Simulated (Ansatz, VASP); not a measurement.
**MgO: VASP beside Ansatz**

The input INCAR:

```
SYSTEM = MgO
PREC = Accurate
ENCUT = 840
EDIFF = 1E-6
ISMEAR = 0
SIGMA = 0.1
LREAL = .False.
LASPH = .True.
NELM = 120
ALGO = Normal
ISIF = 2
LWAVE = .False.
LCHARG = .False.
GGA = CA
NBANDS = 15
GGA_COMPAT = .False.
```

File KPOINTS:

```
regular mesh
0
Gamma
  9 9 9
  0 0 0
```

File POSCAR:

```
MgO
1.0
    0.0000000000      2.1760000000      2.1760000000
    2.1760000000      0.0000000000      2.1760000000
    2.1760000000      2.1760000000      0.0000000000
Mg O
1 1
Direct
    0.0000000000      0.0000000000      0.0000000000
    0.5000000000      0.5000000000      0.5000000000
```

Input for Ansatz:

```yaml
crystal:
  lattice:
    - [0.0, 2.176, 2.176]
    - [2.176, 0.0, 2.176]
    - [2.176, 2.176, 0.0]
  atoms:
    - { symbol: Mg, position: [0.0, 0.0, 0.0] }
    - { symbol: O, position: [0.5, 0.5, 0.5] }
hamiltonian:
  xc: lda
  pseudopotentials: { kind: paw }
basis:
  ecutwfc: 420
kpoints:
  mp_grid: { grid: [9, 9, 9] }
scf:
  occupations: { method: gaussian, width: 0.1 }
  lower_state_search: "off"
output:
  forces: true
  stress: true
  write_density: true
  write_potential: true
  elf: true
  volumetric_format: npy
```

Alike in both runs: task single point; functional LDA; k mesh 9 × 9 × 9; occupations gaussian, width 0.1 eV; no spin polarisation.

|  | VASP | Ansatz |
| --- | --- | --- |
| version | VASP 6.6.1 | Ansatz 0.2.0 |
| potentials or method | VASP PAW LDA potentials, release 64 (Mg_sv, O), cutoff 840 eV | PAW, plane waves, scalar-relativistic |
| valence electrons in the cell | 16 | 16 |

|  | VASP | Ansatz | Ansatz less VASP |
| --- | --- | --- | --- |
| gap on the k mesh at the Fermi level (eV) | 3.77 | 3.76 | -0.010 |
| pressure (GPa) | -17.5 | -17.7 | -0.23 |

LDA's correlation is that of Perdew and Zunger in VASP and of Perdew and Wang (1992) in Ansatz.
